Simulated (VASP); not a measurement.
Ru:

```
Ru
1.0
     2.70000    0.00000    0.00000
    -1.35000    2.33827    0.00000
     0.00000    0.00000    4.27680
Ru
2
Cartesian
  0.0000 0.0000 0.0000
  0.0000 1.5588 2.1384
```

```yaml
Program: VASP 6.6.1
Task: relaxation of cell and atoms
Functional: LDA
Potentials_or_basis: VASP PAW LDA potentials, release 64 (Ru_pv)
Cutoff: 600 eV
k_mesh: 23 × 23 × 13
Occupations: methfessel-paxton, width 0.1 eV
Spin: no spin polarisation
```

At the start: pressure -9.9 GPa; volume 13.50 Å³/atom.

Question: Where does the relaxation end?

Answer: Over 13 steps the energy falls by 12.3 meV/atom and the volume is 13.12 Å³/atom (-2.8 %); space group P6_3/mmc (No. 194, to 0.05 Å).

Step by step:
```tsv
step	energy change (eV)	largest force (eV/Å)	pressure (GPa)	volume (Å³)
1	0.0000	0.0000	-9.93	27.00
2	0.2763	0.0000	44.11	23.86
3	-0.0245	0.0000	-0.45	26.27
4	-0.0246	0.0000	0.03	26.24
5	-0.0246	0.0000	0.23	26.22
6	-0.0245	0.0000	-0.58	26.28
7	-0.0246	0.0000	-0.03	26.24
8	-0.0246	0.0000	-0.15	26.25
9	-0.0246	0.0000	-0.17	26.25
10	-0.0246	0.0000	-0.11	26.25
11	-0.0246	0.0000	0.05	26.23
12	-0.0246	0.0000	0.04	26.24
13	-0.0246	0.0000	-0.05	26.24
```

Final structure:
```
Ru
1.0
     2.67732    0.00000    0.00000
    -1.33866    2.31863    0.00000
     0.00000    0.00000    4.22707
Ru
2
Direct
  0.00000 0.00000 0.00000
  0.33333 0.66667 0.50000
```
